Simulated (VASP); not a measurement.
# Mo (Pm-3m) in VASP: further runs

Mo is run at these levels: PBE; tasks: single point.

Everything below comes from runs of VASP 6.6.1. Logs are shortened: lines on timing, memory, paths and dates and some standing lists are left out, and cuts for length are marked.

**1. The cell of the first run**

It takes space group Pm-3m (No. 221, cubic). Conventional cell: a = 2.526 Å, b = 2.526 Å, c = 2.526 Å, α = 90.00°, β = 90.00°, γ = 90.00°. Within 3.3 Å of Mo (site symmetry m-3m) lie 6 Mo at 2.53 Å.

**2. Single point, PBE**

The input, INCAR:

```
SYSTEM = Mo
PREC = Accurate ; ENCUT = 520
EDIFF = 1E-7 ; ISMEAR = 0
SIGMA = 0.05 ; LREAL = .FALSE.
LASPH = .TRUE. ; NELM = 80
ALGO = Normal ; ISIF = 2
LWAVE = .FALSE. ; LCHARG = .FALSE.
GGA = PE ; NBANDS = 13
```

The input, KPOINTS:

```
Automatic mesh
0
G
  9 9 9
  0 0 0
```

The input, POSCAR:

```
Mo
1.0
    2.5264090076      0.0000000000      0.0000000000
    0.0000000000      2.5264090076      0.0000000000
    0.0000000000      0.0000000000      2.5264090076
Mo
1
Direct
    0.0000000000      0.0000000000      0.0000000000
```

Potentials or basis: VASP PAW PBE potentials, release 64 (Mo_sv).

On the command line:

```sh
$ cat potpaw_PBE.64/Mo_sv/POTCAR > POTCAR
$ mpirun -np 1 vasp_std > vasp.out
```

OUTCAR:

```text
SYSTEM = Mo
   PREC = Accurate
   ENCUT = 520
   EDIFF = 1E-7
   ISMEAR = 0
   LREAL = .FALSE.
   LASPH = .TRUE.
   NELM = 80
   ISIF = 2
   GGA = PE

 ion  position               nearest neighbor table
   1  0.000  0.000  0.000-

  LATTYP: Found a simple cubic cell.
 ALAT       =     2.5264090076

  Lattice vectors:

 A1 = (   2.5264090076,   0.0000000000,   0.0000000000)
 A2 = (   0.0000000000,   2.5264090076,   0.0000000000)
 A3 = (   0.0000000000,   0.0000000000,   2.5264090076)

Analysis of symmetry for initial positions (statically):
=====================================================================
 Subroutine PRICEL returns:
 Original cell was already a primitive cell.

 Routine SETGRP: Setting up the symmetry group for a
 simple cubic supercell.

 Subroutine GETGRP returns: Found 48 space group operations
 (whereof 48 operations were pure point group operations)
 out of a pool of 48 trial point group operations.

The static configuration has the point symmetry O_h .

Analysis of symmetry for dynamics (positions and initial velocities):
=====================================================================
 Subroutine PRICEL returns:
 Original cell was already a primitive cell.

 Routine SETGRP: Setting up the symmetry group for a
 simple cubic supercell.

 Subroutine GETGRP returns: Found 48 space group operations
 (whereof 48 operations were pure point group operations)
 out of a pool of 48 trial point group operations.

The dynamic configuration has the point symmetry O_h .

 Subroutine INISYM returns: Found 48 space group operations
 (whereof 48 operations are pure point group operations),
 and found     1 'primitive' translations

----------------------------------------------------------------------------------------

                                     Primitive cell

  volume of cell :      16.1254

  direct lattice vectors                    reciprocal lattice vectors
     2.526409008  0.000000000  0.000000000     0.395818728  0.000000000  0.000000000
     0.000000000  2.526409008  0.000000000     0.000000000  0.395818728  0.000000000
     0.000000000  0.000000000  2.526409008     0.000000000  0.000000000  0.395818728

  length of vectors
     2.526409008  2.526409008  2.526409008     0.395818728  0.395818728  0.395818728

  position of ions in fractional coordinates (direct lattice)
     0.000000000  0.000000000  0.000000000

  ion indices of the primitive-cell ions
   primitive index   ion index
                 1           1

[... 76 lines left out ...]
   NFREE  =      0    steps in history (QN), initial steepest desc. (CG)
   ISIF   =      2    stress and relaxation
   ISYM   =      2    0-nonsym 1-usesym 2-fastsym
   POTIM  = 0.5000    time-step for ionic-motion
   TEBEG  =    0.0;   TEEND  =   0.0 temperature during run
   PSTRESS=    0.0 pullay stress
   NELECT =      14.0000    total number of electrons
   NUPDOWN=      -1.0000    fix difference up-down
   EMIN   =  10.00;   EMAX   =-10.00  energy-range for DOS
   EFERMI =   0.00;   METHOD = LEGACY
   ISMEAR =     0;   SIGMA  =   0.05  broadening in eV -4-tet -1-fermi 0-gaus
   EFERMI_NEDOS =   21; number of points for ismear=-14 and -15
   IALGO  =     38    algorithm
   IMIX   =      4    mixing-type and parameters
     AMIX     =   0.40;   BMIX     =  1.00
     AMIX_MAG =   1.60;   BMIX_MAG =  1.00
  volume/ion in A,a.u.               =      16.13       108.82
  Fermi-wavevector in a.u.,A,eV,Ry     =   1.561758  2.951295 33.185824  2.439089
  Thomas-Fermi vector in A             =   2.664777
   LORBIT       =      0    0 simple, 1 ext, 2 COOP (PROOUT), +10 PAW based schemes
   GGA     = PE    functional components
   LHFCALC =     F    Hartree Fock is set to
   AEXX    =    0.0000 exact exchange contribution
   IVDW    =     0    specifies the selected vdW correction
   LEPSILON=     F    determine dielectric tensor
   LRPA    =     F    only Hartree local field effects (RPA)
 non-spin polarized calculation
 Gauss-broadening in eV      SIGMA  =   0.05
  energy-cutoff  :      520.00
  volume of cell :       16.13
 maximum number of plane-waves:       461
 NGX is ok and might be reduce to    20
   NGX =  9   NGY =  9   NGZ =  9

 number of electron      14.0000006 magnetization

 Free energy of the ion-electron system (eV)
  ---------------------------------------------------
  ext. energy  EPLUGINS =         0.00000000
  ---------------------------------------------------
  free energy    TOTEN  =        -9.68463737 eV

  energy without entropy =       -9.68281058  energy(sigma->0) =       -9.68372398

 E-fermi :  11.9833     XC(G=0): -13.0663

 val. band max:       11.9717084298   @ k =   0.4444   0.3333   0.1111
 cond. band min:      12.0675267298   @ k =   0.4444   0.0000   0.0000
 fundamental gap:      0.0958183000
 Fermi energy:        11.9832582857

 k-point     1 :       0.0000    0.0000    0.0000
  band No.  band energies     occupation
      1     -49.1747      2.00000
      2     -22.2304      2.00000
      3     -22.2304      2.00000
      4     -22.2304      2.00000
      5       5.2288      2.00000
      6       7.3432      2.00000
      7       7.3432      2.00000
      8      16.2962      0.00000
      9      16.2962      0.00000
     10      16.2962      0.00000
     11      28.2142      0.00000
     12      28.2142      0.00000
     13      28.2142      0.00000
[... 354 lines left out ...]
  band No.  band energies     occupation
      1     -48.6879      2.00000
      2     -23.8281      2.00000
      3     -23.3975      2.00000
      4     -22.1479      2.00000
      5       7.1042      2.00000
      6       9.9008      2.00000
      7      11.9717      1.25609
      8      12.6610      0.00000
      9      14.9409      0.00000
     10      18.0796      0.00000
     11      22.0903      0.00000
     12      27.1734      0.00000
     13      30.1567      0.00000

 [... further k-points ...]
[... 5 lines left out ...]
  --------------------------------------------------------------------------------------
  -------------------------------------------------------------------------------------
  Total        2.0851339      2.0851339      2.0851339      0.0000000     -0.0000000      0.0000000
  in kB      207.1731831    207.1731831    207.1731831      0.0000000     -0.0000000      0.0000000
  external PRESSURE =     207.1731831 kB  Pullay stress =       0.0000000 kB

 VOLUME and BASIS-vectors are now :
 -----------------------------------------------------------------------------
  energy-cutoff  :      520.00
  volume of cell :       16.13
      direct lattice vectors                 reciprocal lattice vectors
     2.526409008  0.000000000  0.000000000     0.395818728  0.000000000  0.000000000
     0.000000000  2.526409008  0.000000000     0.000000000  0.395818728  0.000000000
     0.000000000  0.000000000  2.526409008     0.000000000  0.000000000  0.395818728

 POSITION                                       TOTAL-FORCE (eV/Angst)
 -----------------------------------------------------------------------------------
      0.00000      0.00000      0.00000         0.000000      0.000000      0.000000
 -----------------------------------------------------------------------------------
    total drift:                               -0.000000      0.000000      0.000000

  FREE ENERGIE OF THE ION-ELECTRON SYSTEM (eV)
  ---------------------------------------------------
  free  energy   TOTEN  =        -9.6846373736 eV

  energy  without entropy=       -9.6828105812  energy(sigma->0) =       -9.68372398
```

OSZICAR:

```text
N       E                     dE             d eps       ncg     rms          rms(c)
DAV:   1     0.954389058226E+02    0.95439E+02   -0.79506E+03   910   0.110E+03
DAV:   2    -0.874054285837E+01   -0.10418E+03   -0.10009E+03  1025   0.311E+02
DAV:   3    -0.100486167043E+02   -0.13081E+01   -0.13024E+01  1030   0.342E+01
DAV:   4    -0.100518283859E+02   -0.32117E-02   -0.32117E-02  1005   0.207E+00
DAV:   5    -0.100518490686E+02   -0.20683E-04   -0.20683E-04  1050   0.152E-01    0.147E+01
DAV:   6    -0.972754293632E+01    0.32431E+00   -0.42015E-01   915   0.774E+00    0.531E+00
DAV:   7    -0.968647813580E+01    0.41065E-01   -0.90310E-02   975   0.351E+00    0.774E-01
DAV:   8    -0.968465945296E+01    0.18187E-02   -0.50003E-03   935   0.879E-01    0.130E-01
DAV:   9    -0.968463650889E+01    0.22944E-04   -0.12444E-04  1065   0.145E-01    0.329E-02
DAV:  10    -0.968463749708E+01   -0.98819E-06   -0.23211E-05   980   0.583E-02    0.147E-02
DAV:  11    -0.968463747283E+01    0.24244E-07   -0.10853E-06   990   0.129E-02    0.161E-03
DAV:  12    -0.968463735333E+01    0.11950E-06   -0.86987E-08   582   0.365E-03    0.257E-04
DAV:  13    -0.968463737359E+01   -0.20263E-07   -0.25720E-09   470   0.622E-04
   1 F= -.96846374E+01 E0= -.96837240E+01  d E =-.182679E-02
```

stdout:

```text
POSCAR found type information on POSCAR Mo
 POSCAR found :  1 types and       1 ions
 scaLAPACK will be used
 LDA part: xc-table for (Slater+PW92), standard interpolation
 POSCAR, INCAR and KPOINTS ok, starting setup
 FFT: planning ... GRIDC
 FFT: planning ... GRID_SOFT
 FFT: planning ... GRID
 WAVECAR not read
 entering main loop
```

Run time: 9.2 s. Hardware: 1 thread of Intel Xeon 8259CL, shared host; peak memory 0.12 GiB.

Results:

| Property | Result |
| --- | --- |
| Free energy | -9.6846 eV |
| Pressure | 20.7 GPa |
| Band gap on the k mesh | zero (band 7 reaches 13.43 eV, above the bottom of band 8 at 11.41 eV) |

**3. Single point, PBE**

This run uses another cell than the first one, of 17.58 Å³/atom, 1.091 times its volume.

The input, INCAR:

```
SYSTEM = Mo
PREC     = Accurate       ! precision mode
ENCUT    = 520            ! plane-wave cutoff, eV
EDIFF    = 1E-6           ! SCF threshold, eV
ISMEAR   = 0              ! smearing method
SIGMA    = 0.05           ! smearing width, eV
LREAL    = .FALSE.        ! projectors in reciprocal space
LASPH    = .TRUE.         ! aspherical terms in the spheres
NELM     = 60             ! most SCF steps
ALGO     = Normal         ! electronic algorithm
ISIF     = 2              ! what is computed and relaxed
LWAVE    = .FALSE.        ! write WAVECAR
LCHARG   = .FALSE.        ! write CHGCAR
GGA      = PE             ! functional
NBANDS   = 13             ! bands
```

KPOINTS is that of step 2.

The input, POSCAR:

```
Mo
1.0
    2.6004329574      0.0000000000      0.0000000000
    0.0000000000      2.6004329574      0.0000000000
    0.0000000000      0.0000000000      2.6004329574
Mo
1
Direct
    0.0000000000      0.0000000000      0.0000000000
```

Potentials or basis: VASP PAW PBE potentials, release 64 (Mo_sv).

On the command line:

```sh
$ cat potpaw_PBE.64/Mo_sv/POTCAR > POTCAR
$ mpirun -np 1 vasp_std > vasp.out
```

OUTCAR:

```text
SYSTEM = Mo
   PREC = Accurate
   ENCUT = 520
   EDIFF = 1E-6
   ISMEAR = 0
   LREAL = .FALSE.
   LASPH = .TRUE.
   NELM = 60
   ISIF = 2
   GGA = PE

 ion  position               nearest neighbor table
   1  0.000  0.000  0.000-

  LATTYP: Found a simple cubic cell.
 ALAT       =     2.6004329574

  Lattice vectors:

 A1 = (   2.6004329574,   0.0000000000,   0.0000000000)
 A2 = (   0.0000000000,   2.6004329574,   0.0000000000)
 A3 = (   0.0000000000,   0.0000000000,   2.6004329574)

Analysis of symmetry for initial positions (statically):
=====================================================================
 Subroutine PRICEL returns:
 Original cell was already a primitive cell.

 Routine SETGRP: Setting up the symmetry group for a
 simple cubic supercell.

 Subroutine GETGRP returns: Found 48 space group operations
 (whereof 48 operations were pure point group operations)
 out of a pool of 48 trial point group operations.

The static configuration has the point symmetry O_h .

Analysis of symmetry for dynamics (positions and initial velocities):
=====================================================================
 Subroutine PRICEL returns:
 Original cell was already a primitive cell.

 Routine SETGRP: Setting up the symmetry group for a
 simple cubic supercell.

 Subroutine GETGRP returns: Found 48 space group operations
 (whereof 48 operations were pure point group operations)
 out of a pool of 48 trial point group operations.

The dynamic configuration has the point symmetry O_h .

 Subroutine INISYM returns: Found 48 space group operations
 (whereof 48 operations are pure point group operations),
 and found     1 'primitive' translations

----------------------------------------------------------------------------------------

                                     Primitive cell

  volume of cell :      17.5848

  direct lattice vectors                    reciprocal lattice vectors
     2.600432957  0.000000000  0.000000000     0.384551348  0.000000000  0.000000000
[... 108 lines left out ...]
   LORBIT       =      0    0 simple, 1 ext, 2 COOP (PROOUT), +10 PAW based schemes
   GGA     = PE    functional components
   LHFCALC =     F    Hartree Fock is set to
   AEXX    =    0.0000 exact exchange contribution
   IVDW    =     0    specifies the selected vdW correction
   LEPSILON=     F    determine dielectric tensor
   LRPA    =     F    only Hartree local field effects (RPA)
 non-spin polarized calculation
 Gauss-broadening in eV      SIGMA  =   0.05
  energy-cutoff  :      520.00
  volume of cell :       17.58
 maximum number of plane-waves:       487
 NGX is ok and might be reduce to    20
   NGX =  9   NGY =  9   NGZ =  9

 number of electron      13.9999995 magnetization

 Free energy of the ion-electron system (eV)
  ---------------------------------------------------
  ext. energy  EPLUGINS =         0.00000000
  ---------------------------------------------------
  free energy    TOTEN  =        -9.77490140 eV

  energy without entropy =       -9.77259682  energy(sigma->0) =       -9.77374911

 E-fermi :  10.7249     XC(G=0): -12.5940

 val. band max:       10.7201894838   @ k =   0.4444   0.3333   0.1111
 cond. band min:      10.8260722382   @ k =   0.3333   0.3333   0.2222
 fundamental gap:      0.1058827543
 Fermi energy:        10.7248575651

 k-point     1 :       0.0000    0.0000    0.0000
  band No.  band energies     occupation
      1     -50.4306      2.00000
      2     -23.7059      2.00000
      3     -23.7059      2.00000
      4     -23.7059      2.00000
      5       4.2091      2.00000
      6       6.5170      2.00000
      7       6.5170      2.00000
      8      14.5022      0.00000
      9      14.5022      0.00000
     10      14.5022      0.00000
     11      26.1620      0.00000
     12      26.1620      0.00000
     13      26.1620      0.00000
[... 354 lines left out ...]
  band No.  band energies     occupation
      1     -50.0758      2.00000
      2     -24.9578      2.00000
      3     -24.6202      2.00000
      4     -23.6453      2.00000
      5       6.3641      2.00000
      6       8.7109      2.00000
      7      10.7202      1.10504
      8      11.2910      0.00000
      9      13.2459      0.00000
     10      16.1546      0.00000
     11      19.8937      0.00000
     12      25.1068      0.00000
     13      27.7447      0.00000

 [... further k-points ...]
[... 5 lines left out ...]
  --------------------------------------------------------------------------------------
  -------------------------------------------------------------------------------------
  Total        0.0520845      0.0520845      0.0520845      0.0000000      0.0000000     -0.0000000
  in kB        4.7455050      4.7455050      4.7455050      0.0000000      0.0000000     -0.0000000
  external PRESSURE =       4.7455050 kB  Pullay stress =       0.0000000 kB

 VOLUME and BASIS-vectors are now :
 -----------------------------------------------------------------------------
  energy-cutoff  :      520.00
  volume of cell :       17.58
      direct lattice vectors                 reciprocal lattice vectors
     2.600432957  0.000000000  0.000000000     0.384551348  0.000000000  0.000000000
     0.000000000  2.600432957  0.000000000     0.000000000  0.384551348  0.000000000
     0.000000000  0.000000000  2.600432957     0.000000000  0.000000000  0.384551348

 POSITION                                       TOTAL-FORCE (eV/Angst)
 -----------------------------------------------------------------------------------
      0.00000      0.00000      0.00000         0.000000      0.000000      0.000000
 -----------------------------------------------------------------------------------
    total drift:                               -0.000000      0.000000      0.000000

  FREE ENERGIE OF THE ION-ELECTRON SYSTEM (eV)
  ---------------------------------------------------
  free  energy   TOTEN  =        -9.7749014003 eV

  energy  without entropy=       -9.7725968241  energy(sigma->0) =       -9.77374911
```

OSZICAR:

```text
N       E                     dE             d eps       ncg     rms          rms(c)
DAV:   1     0.911683662569E+02    0.91168E+02   -0.79803E+03   926   0.109E+03
DAV:   2    -0.906600245917E+01   -0.10023E+03   -0.96476E+02  1070   0.300E+02
DAV:   3    -0.101938332997E+02   -0.11278E+01   -0.11259E+01  1010   0.322E+01
DAV:   4    -0.101966428298E+02   -0.28095E-02   -0.28095E-02  1025   0.195E+00
DAV:   5    -0.101966644119E+02   -0.21582E-04   -0.21582E-04  1035   0.151E-01    0.119E+01
DAV:   6    -0.981876599180E+01    0.37790E+00   -0.52562E-01   920   0.840E+00    0.374E+00
DAV:   7    -0.977656765162E+01    0.42198E-01   -0.91023E-02   985   0.336E+00    0.736E-01
DAV:   8    -0.977486438804E+01    0.17033E-02   -0.34226E-03   940   0.728E-01    0.617E-02
DAV:   9    -0.977489870091E+01   -0.34313E-04   -0.39125E-05  1090   0.784E-02    0.452E-02
DAV:  10    -0.977490108331E+01   -0.23824E-05   -0.12854E-05   960   0.419E-02    0.170E-03
DAV:  11    -0.977490140032E+01   -0.31701E-06   -0.11138E-07   540   0.389E-03
   1 F= -.97749014E+01 E0= -.97737491E+01  d E =-.230458E-02
```

It took 8 s on 1 thread of Intel Xeon 8259CL, shared host; peak memory 0.12 GiB.

What came out:

- Free energy: -9.7749 eV
- Pressure: 0.5 GPa
- Band gap on the k mesh: zero (band 7 reaches 11.99 eV, above the bottom of band 8 at 10.11 eV)

(Part 1 of 2 ends here.)
